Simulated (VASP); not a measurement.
# TePb (rocksalt type) (Fm-3m) in VASP: a series of runs

Runs on TePb (rocksalt type). Level: PBE. Tasks: single point.

Everything below comes from runs of VASP 6.6.1. Logs are shortened: lines on timing, memory, paths and dates and some standing lists are left out, and cuts for length are marked.

## (1) The cell of the first run

It takes space group Fm-3m (No. 225, cubic). The conventional cell has a = 6.096 Å, b = 6.096 Å, c = 6.096 Å, α = 90.00°, β = 90.00°, γ = 90.00°. Within 4.0 Å of Pb (site symmetry m-3m) lie 6 Te at 3.05 Å. Te (site symmetry m-3m) has 6 Pb at 3.05 Å within 4.0 Å.

## (2) Single point, PBE (volume scaled by 0.8)

Input file INCAR:

```
  PREC = Accurate
  ENCUT = 520
  EDIFF = 1E-6
  ISMEAR = -1
  SIGMA = 0.1
  LREAL = F
  LASPH = T
  NELM = 100
  ALGO = Normal
  ISIF = 2
  LWAVE = F
  LCHARG = F
  GGA = PE
  NBANDS = 17
```

Input file KPOINTS:

```
Automatic mesh
0
Gamma
  11 11 11
```

Input file POSCAR:

```
TePb
1.0
    0.0000000000      3.0482387639      3.0482387639
    3.0482387639      0.0000000000      3.0482387639
    3.0482387639      3.0482387639      0.0000000000
Pb Te
1 1
Direct
    0.0000000000      0.0000000000      0.0000000000
    0.5000000000      0.5000000000      0.5000000000
```

Potentials or basis: VASP PAW PBE potentials, release 64 (Pb_d, Te).

Started as:

```bash
$ cat potpaw_PBE.64/Pb_d/POTCAR potpaw_PBE.64/Te/POTCAR > POTCAR
$ mpirun -np 1 vasp_std > vasp.out
```

OUTCAR:

```text
PREC = Accurate
   ENCUT = 520
   EDIFF = 1E-6
   ISMEAR = -1
   LREAL = F
   LASPH = T
   NELM = 100
   ISIF = 2
   GGA = PE

 ion  position               nearest neighbor table
   1  0.000  0.000  0.000-   2 3.05   2 3.05   2 3.05   2 3.05   2 3.05   2 3.05
   2  0.500  0.500  0.500-   1 3.05   1 3.05   1 3.05   1 3.05   1 3.05   1 3.05

  LATTYP: Found a face centered cubic cell.
 ALAT       =     6.0964775278

  Lattice vectors:

 A1 = (   0.0000000000,   3.0482387639,   3.0482387639)
 A2 = (   3.0482387639,   0.0000000000,   3.0482387639)
 A3 = (   3.0482387639,   3.0482387639,   0.0000000000)

Analysis of symmetry for initial positions (statically):
=====================================================================
 Subroutine PRICEL returns:
 Original cell was already a primitive cell.

 Routine SETGRP: Setting up the symmetry group for a
 face centered cubic supercell.

 Subroutine GETGRP returns: Found 48 space group operations
 (whereof 48 operations were pure point group operations)
 out of a pool of 48 trial point group operations.

The static configuration has the point symmetry O_h .

Analysis of symmetry for dynamics (positions and initial velocities):
=====================================================================
 Subroutine PRICEL returns:
 Original cell was already a primitive cell.

 Routine SETGRP: Setting up the symmetry group for a
 face centered cubic supercell.

 Subroutine GETGRP returns: Found 48 space group operations
 (whereof 48 operations were pure point group operations)
 out of a pool of 48 trial point group operations.

The dynamic configuration has the point symmetry O_h .

 Subroutine INISYM returns: Found 48 space group operations
 (whereof 48 operations are pure point group operations),
 and found     1 'primitive' translations

----------------------------------------------------------------------------------------

                                     Primitive cell

  volume of cell :      56.6470

  direct lattice vectors                    reciprocal lattice vectors
     0.000000000  3.048238764  3.048238764    -0.164029146  0.164029146  0.164029146
     3.048238764  0.000000000  3.048238764     0.164029146 -0.164029146  0.164029146
     3.048238764  3.048238764  0.000000000     0.164029146  0.164029146 -0.164029146

  length of vectors
     4.310860601  4.310860601  4.310860601     0.284106814  0.284106814  0.284106814

  position of ions in fractional coordinates (direct lattice)
     0.000000000  0.000000000  0.000000000
     0.500000000  0.500000000  0.500000000

  ion indices of the primitive-cell ions
   primitive index   ion index
                 1           1
                 2           2

----------------------------------------------------------------------------------------

 KPOINTS: Automatic mesh

Automatic generation of k-mesh.
 Grid dimensions read from file:
 generate k-points for:   11   11   11

 Generating k-lattice:

  Cartesian coordinates                     Fractional coordinates (reciprocal lattice)
    -0.014911741  0.014911741  0.014911741     0.090909091  0.000000000  0.000000000
     0.014911741 -0.014911741  0.014911741     0.000000000  0.090909091  0.000000000
     0.014911741  0.014911741 -0.014911741     0.000000000  0.000000000  0.090909091

  Length of vectors
     0.025827892  0.025827892  0.025827892

  Shift w.r.t. Gamma in fractional coordinates (k-lattice)
     0.000000000  0.000000000  0.000000000

 Subroutine IBZKPT returns following result:
 ===========================================

 Found     56 irreducible k-points:

 Following reciprocal coordinates:
            Coordinates               Weight
  0.000000  0.000000  0.000000      1.000000
  0.090909  0.000000  0.000000      8.000000
  0.181818  0.000000  0.000000      8.000000
  0.272727  0.000000  0.000000      8.000000
  0.363636  0.000000  0.000000      8.000000
  0.454545  0.000000  0.000000      8.000000
[... 16 lines left out ...]
 -0.272727  0.181818  0.000000     24.000000
 -0.181818  0.181818  0.000000     12.000000
 [... further k-points ...]
   k-points           NKPTS =     56   k-points in BZ     NKDIM =     56   number of bands    NBANDS=     17
   number of dos      NEDOS =    301   number of ions     NIONS =      2
   total plane-waves  NPLWV =  32768
   dimension x,y,z NGX =    32 NGY =   32 NGZ =   32
   dimension x,y,z NGXF=    64 NGYF=   64 NGZF=   64
   ions per type =               1   1
   NGX,Y,Z   is equivalent  to a cutoff of  12.34, 12.34, 12.34 a.u.
   NGXF,Y,Z  is equivalent  to a cutoff of  24.68, 24.68, 24.68 a.u.
 SYSTEM =  unknown system
   PREC   = accura    normal or accurate (medium, high low for compatibility)
   ISTART =      0    job   : 0-new  1-cont  2-samecut
   ICHARG =      2    charge: 1-file 2-atom 10-const
   ISPIN  =      1    spin polarized calculation?
   LNONCOLLINEAR =      F non collinear calculations
   LSORBIT =      F    spin-orbit coupling
   LASPH  =      T    aspherical Exc in radial PAW
   ENCUT  =  520.0 eV  38.22 Ry    6.18 a.u.   8.02  8.02  8.02*2*pi/ulx,y,z
   NELM   =    100;   NELMIN=  2; NELMDL= -5     # of ELM steps
   EDIFF  = 0.1E-05   stopping-criterion for ELM
   LREAL  =      F    real-space projection
   EDIFFG = 0.1E-04   stopping-criterion for IOM
   NSW    =      0    number of steps for IOM
   IBRION =     -1    ionic relax: 0-MD 1-quasi-New 2-CG
   NFREE  =      0    steps in history (QN), initial steepest desc. (CG)
   ISIF   =      2    stress and relaxation
   ISYM   =      2    0-nonsym 1-usesym 2-fastsym
   POTIM  = 0.5000    time-step for ionic-motion
   TEBEG  =    0.0;   TEEND  =   0.0 temperature during run
   PSTRESS=    0.0 pullay stress
   NELECT =      20.0000    total number of electrons
   NUPDOWN=      -1.0000    fix difference up-down
   EMIN   =  10.00;   EMAX   =-10.00  energy-range for DOS
   EFERMI =   0.00;   METHOD = LEGACY
   ISMEAR =    -1;   SIGMA  =   0.10  broadening in eV -4-tet -1-fermi 0-gaus
   EFERMI_NEDOS =   21; number of points for ismear=-14 and -15
   IALGO  =     38    algorithm
   IMIX   =      4    mixing-type and parameters
     AMIX     =   0.40;   BMIX     =  1.00
     AMIX_MAG =   1.60;   BMIX_MAG =  1.00
  volume/ion in A,a.u.               =      28.32       191.14
  Fermi-wavevector in a.u.,A,eV,Ry     =   1.157069  2.186543 18.215591  1.338808
  Thomas-Fermi vector in A             =   2.293683
   LORBIT       =      0    0 simple, 1 ext, 2 COOP (PROOUT), +10 PAW based schemes
   GGA     = PE    functional components
   LHFCALC =     F    Hartree Fock is set to
   AEXX    =    0.0000 exact exchange contribution
   IVDW    =     0    specifies the selected vdW correction
   LEPSILON=     F    determine dielectric tensor
   LRPA    =     F    only Hartree local field effects (RPA)
 non-spin polarized calculation
  energy-cutoff  :      520.00
  volume of cell :       56.65
 maximum number of plane-waves:      1548
   NGX = 17   NGY = 17   NGZ = 17

 number of electron      20.0000003 magnetization

 Free energy of the ion-electron system (eV)
  ---------------------------------------------------
  ext. energy  EPLUGINS =         0.00000000
  ---------------------------------------------------
  free energy    TOTEN  =        -7.00653265 eV

  energy without entropy =       -7.00498280  energy(sigma->0) =       -7.00575772

 E-fermi :   8.3530     XC(G=0): -10.1118

 val. band max:        8.0979180287   @ k =   0.4545   0.0000   0.0000
 cond. band min:       8.5925953098   @ k =   0.4545   0.0000   0.0000
 fundamental gap:      0.4946772812
 Fermi energy:         8.3530140524

 k-point     1 :       0.0000    0.0000    0.0000
  band No.  band energies     occupation
      1      -9.0225      2.00000
      2      -9.0225      2.00000
      3      -8.9965      2.00000
      4      -8.9965      2.00000
      5      -8.9965      2.00000
      6      -5.5497      2.00000
[... 9 lines left out ...]
     16      13.4511      0.00000
     17      14.7135      0.00000

 k-point     2 :       0.0909    0.0000    0.0000
  band No.  band energies     occupation
      1      -9.0248      2.00000
      2      -9.0248      2.00000
      3      -8.9964      2.00000
      4      -8.9944      2.00000
      5      -8.9944      2.00000
      6      -5.4601      2.00000
[... 9 lines left out ...]
     16      13.6424      0.00000
     17      15.5402      0.00000

 k-point     3 :       0.1818    0.0000    0.0000
  band No.  band energies     occupation
      1      -9.0319      2.00000
      2      -9.0319      2.00000
      3      -8.9960      2.00000
      4      -8.9876      2.00000
      5      -8.9876      2.00000
      6      -5.1942      2.00000
[... 9 lines left out ...]
     16      14.1349      0.00000
     17      17.1445      0.00000

 k-point     4 :       0.2727    0.0000    0.0000
  band No.  band energies     occupation
      1      -9.0418      2.00000
      2      -9.0418      2.00000
      3      -8.9959      2.00000
      4      -8.9778      2.00000
      5      -8.9778      2.00000
      6      -4.7656      2.00000
[... 9 lines left out ...]
     16      14.8971      0.00000
     17      19.0795      0.00000
[... 343 lines left out ...]
      1      -9.0762      2.00000
      2      -9.0499      2.00000
      3      -8.9879      2.00000
      4      -8.9707      2.00000
      5      -8.9640      2.00000
      6      -3.5812      2.00000
[... 9 lines left out ...]
     16      16.2569      0.00000
     17      19.1939      0.00000

 k-point    23 :      -0.2727    0.1818    0.0000
  band No.  band energies     occupation
      1      -9.0601      2.00000
      2      -9.0510      2.00000
      3      -8.9897      2.00000
      4      -8.9723      2.00000
      5      -8.9717      2.00000
      6      -4.1123      2.00000
[... 9 lines left out ...]
     16      17.6077      0.00000
     17      17.9635      0.00000

 k-point    24 :      -0.1818    0.1818    0.0000
  band No.  band energies     occupation
      1      -9.0475      2.00000
      2      -9.0442      2.00000
      3      -8.9935      2.00000
      4      -8.9804      2.00000
      5      -8.9745      2.00000
      6      -4.6170      2.00000
[... 9 lines left out ...]
     16      16.7501      0.00000
     17      16.9573      0.00000

 [... further k-points ...]

------------------------ aborting loop because EDIFF is reached ----------------------------------------

  FORCE on cell =-STRESS in cart. coord.  units (eV):
  Direction    XX          YY          ZZ          XY          YZ          ZX
  --------------------------------------------------------------------------------------
  -------------------------------------------------------------------------------------
  Total        5.0301723      5.0301723      5.0301723      0.0000000      0.0000000     -0.0000000
  in kB      142.2710388    142.2710388    142.2710388      0.0000000      0.0000000     -0.0000000
  external PRESSURE =     142.2710388 kB  Pullay stress =       0.0000000 kB

 VOLUME and BASIS-vectors are now :
 -----------------------------------------------------------------------------
  energy-cutoff  :      520.00
  volume of cell :       56.65
      direct lattice vectors                 reciprocal lattice vectors
     0.000000000  3.048238764  3.048238764    -0.164029146  0.164029146  0.164029146
     3.048238764  0.000000000  3.048238764     0.164029146 -0.164029146  0.164029146
     3.048238764  3.048238764  0.000000000     0.164029146  0.164029146 -0.164029146

 POSITION                                       TOTAL-FORCE (eV/Angst)
 -----------------------------------------------------------------------------------
      0.00000      0.00000      0.00000         0.000000     -0.000000     -0.000000
      3.04824      3.04824      3.04824        -0.000000      0.000000      0.000000
 -----------------------------------------------------------------------------------
    total drift:                                0.000000     -0.000000     -0.000000

  FREE ENERGIE OF THE ION-ELECTRON SYSTEM (eV)
  ---------------------------------------------------
  free  energy   TOTEN  =        -7.0065326515 eV

  energy  without entropy=       -7.0049827984  energy(sigma->0) =       -7.00575772
```

Run time: 30 s. Hardware: 1 thread of Intel Xeon Platinum 8259CL at 2.50GHz (Skylake/Cascade Lake), shared host; peak memory 0.2 GiB.

What came out:

* Free energy: -7.0065 eV
* Pressure: 14.2 GPa

Caveat: this odd mesh misses L, where the gap lies, so gap, dielectric constants and Born charges aren't listed; spin-orbit coupling is left out, which moves the levels of the heavy elements.

## (3) Single point, PBE (volume scaled by 0.88)

Input file INCAR:

```
PREC     = Accurate       # precision mode
ENCUT    = 520            # plane-wave cutoff, eV
EDIFF    = 1E-7           # SCF threshold, eV
ISMEAR   = -1             # smearing method
SIGMA    = 0.1            # smearing width, eV
LREAL    = False          # projectors in reciprocal space
LASPH    = True           # aspherical terms in the spheres
NELM     = 60             # most SCF steps
ALGO     = Normal         # electronic algorithm
ISIF     = 2              # what is computed and relaxed
LWAVE    = False          # write WAVECAR
LCHARG   = False          # write CHGCAR
GGA      = PE             # functional
NBANDS   = 17             # bands
```

KPOINTS is that of step 2.

Input file POSCAR:

```
TePb
1.0
    0.0000000000      3.1466362632      3.1466362632
    3.1466362632      0.0000000000      3.1466362632
    3.1466362632      3.1466362632      0.0000000000
Pb Te
1 1
Direct
    0.0000000000      0.0000000000      0.0000000000
    0.5000000000      0.5000000000      0.5000000000
```

Potentials or basis: VASP PAW PBE potentials, release 64 (Pb_d, Te).

Started as:

```bash
$ cat potpaw_PBE.64/Pb_d/POTCAR potpaw_PBE.64/Te/POTCAR > POTCAR
$ mpirun -np 1 vasp_std > vasp.out
```

OUTCAR:

```text
PREC = Accurate
   ENCUT = 520
   EDIFF = 1E-7
   ISMEAR = -1
   LREAL = False
   LASPH = True
   NELM = 60
   ISIF = 2
   GGA = PE

 ion  position               nearest neighbor table
   1  0.000  0.000  0.000-   2 3.15   2 3.15   2 3.15   2 3.15   2 3.15   2 3.15
   2  0.500  0.500  0.500-   1 3.15   1 3.15   1 3.15   1 3.15   1 3.15   1 3.15

  LATTYP: Found a face centered cubic cell.
 ALAT       =     6.2932725264

  Lattice vectors:

 A1 = (   0.0000000000,   3.1466362632,   3.1466362632)
 A2 = (   3.1466362632,   0.0000000000,   3.1466362632)
 A3 = (   3.1466362632,   3.1466362632,   0.0000000000)

Analysis of symmetry for initial positions (statically):
=====================================================================
 Subroutine PRICEL returns:
 Original cell was already a primitive cell.

 Routine SETGRP: Setting up the symmetry group for a
 face centered cubic supercell.

 Subroutine GETGRP returns: Found 48 space group operations
 (whereof 48 operations were pure point group operations)
 out of a pool of 48 trial point group operations.

The static configuration has the point symmetry O_h .
[... 158 lines left out ...]

  energy without entropy =       -7.36508481  energy(sigma->0) =       -7.36547560

 E-fermi :   7.0379     XC(G=0):  -9.6628

 val. band max:        6.6651861523   @ k =   0.4545   0.0000   0.0000
 cond. band min:       7.3642132925   @ k =   0.4545   0.0000   0.0000
 fundamental gap:      0.6990271402
 Fermi energy:         7.0379064463

 k-point     1 :       0.0000    0.0000    0.0000
  band No.  band energies     occupation
      1     -10.1783      2.00000
      2     -10.1783      2.00000
      3     -10.1623      2.00000
      4     -10.1623      2.00000
      5     -10.1623      2.00000
      6      -6.0202      2.00000
[... 457 lines left out ...]
      4     -10.1513      2.00000
      5     -10.1466      2.00000
      6      -5.2068      2.00000
[... 9 lines left out ...]
     16      15.2808      0.00000
     17      15.4554      0.00000

 [... further k-points ...]

------------------------ aborting loop because EDIFF is reached ----------------------------------------

  FORCE on cell =-STRESS in cart. coord.  units (eV):
  Direction    XX          YY          ZZ          XY          YZ          ZX
  --------------------------------------------------------------------------------------
  -------------------------------------------------------------------------------------
  Total        2.5615522      2.5615522      2.5615522      0.0000000      0.0000000      0.0000000
  in kB       65.8634025     65.8634025     65.8634025      0.0000000      0.0000000      0.0000000
  external PRESSURE =      65.8634025 kB  Pullay stress =       0.0000000 kB

 VOLUME and BASIS-vectors are now :
 -----------------------------------------------------------------------------
  energy-cutoff  :      520.00
  volume of cell :       62.31
      direct lattice vectors                 reciprocal lattice vectors
     0.000000000  3.146636263  3.146636263    -0.158899840  0.158899840  0.158899840
     3.146636263  0.000000000  3.146636263     0.158899840 -0.158899840  0.158899840
     3.146636263  3.146636263  0.000000000     0.158899840  0.158899840 -0.158899840

 POSITION                                       TOTAL-FORCE (eV/Angst)
 -----------------------------------------------------------------------------------
      0.00000      0.00000      0.00000        -0.000000     -0.000000     -0.000000
      3.14664      3.14664      3.14664         0.000000      0.000000      0.000000
 -----------------------------------------------------------------------------------
    total drift:                               -0.000000      0.000000      0.000000

  FREE ENERGIE OF THE ION-ELECTRON SYSTEM (eV)
  ---------------------------------------------------
  free  energy   TOTEN  =        -7.3658663897 eV

  energy  without entropy=       -7.3650848113  energy(sigma->0) =       -7.36547560
```

OSZICAR:

```text
N       E                     dE             d eps       ncg     rms          rms(c)
DAV:   1     0.152257461398E+03    0.15226E+03   -0.92859E+03  1904   0.116E+03
DAV:   2     0.295818275894E+01   -0.14930E+03   -0.14464E+03  1980   0.302E+02
DAV:   3    -0.718533150953E+01   -0.10144E+02   -0.10082E+02  2524   0.855E+01
DAV:   4    -0.744842172348E+01   -0.26309E+00   -0.26295E+00  2410   0.149E+01
DAV:   5    -0.745787725227E+01   -0.94555E-02   -0.94550E-02  2816   0.255E+00    0.404E+00
DAV:   6    -0.736767335053E+01    0.90204E-01   -0.18654E-01  2813   0.331E+00    0.253E+00
DAV:   7    -0.736480150800E+01    0.28718E-02   -0.73331E-02  2525   0.142E+00    0.915E-01
DAV:   8    -0.736578917534E+01   -0.98767E-03   -0.85163E-03  2435   0.924E-01    0.164E-01
DAV:   9    -0.736584248669E+01   -0.53311E-04   -0.63841E-04  2767   0.294E-01    0.479E-02
DAV:  10    -0.736586033729E+01   -0.17851E-04   -0.87355E-05  2265   0.758E-02    0.186E-02
DAV:  11    -0.736586700582E+01   -0.66685E-05   -0.29688E-05  2462   0.463E-02    0.202E-02
DAV:  12    -0.736586681099E+01    0.19483E-06   -0.17460E-06  2187   0.724E-03    0.128E-02
DAV:  13    -0.736586622111E+01    0.58989E-06   -0.63828E-07  2485   0.558E-03    0.468E-03
DAV:  14    -0.736586635257E+01   -0.13146E-06   -0.27987E-07  1886   0.546E-03    0.110E-03
DAV:  15    -0.736586638971E+01   -0.37140E-07   -0.38771E-08  1136   0.153E-03
   1 F= -.73658664E+01 E0= -.73654756E+01  d E =-.781578E-03
```

stdout:

```text
POSCAR found type information on POSCAR PbTe
 POSCAR found :  2 types and       2 ions
 scaLAPACK will be used
 LDA part: xc-table for (Slater+PW92), standard interpolation
 POSCAR, INCAR and KPOINTS ok, starting setup
 FFT: planning ... GRIDC
 FFT: planning ... GRID_SOFT
 FFT: planning ... GRID
 WAVECAR not read
 entering main loop
```

Wall time 52 s (1 thread of Intel Xeon Platinum 8259CL at 2.50GHz (Skylake/Cascade Lake), shared host); peak memory 0.23 GiB.

Results:

```yaml
Free_energy: -7.3659 eV
Pressure: 6.6 GPa
```

Levels at points of the mesh, in eV from the Fermi level:
```csv
k point,band 8,band 9,band 10,band 11,band 12,band 13
"(0.00, 0.00, 0.00)",-2.01,-2.01,-2.01,3.82,3.82,3.82
```

Caveat: this odd mesh misses L, where the gap lies, so gap, dielectric constants and Born charges aren't listed; spin-orbit coupling is left out, which moves the levels of the heavy elements.

[end of part 1 of 2]
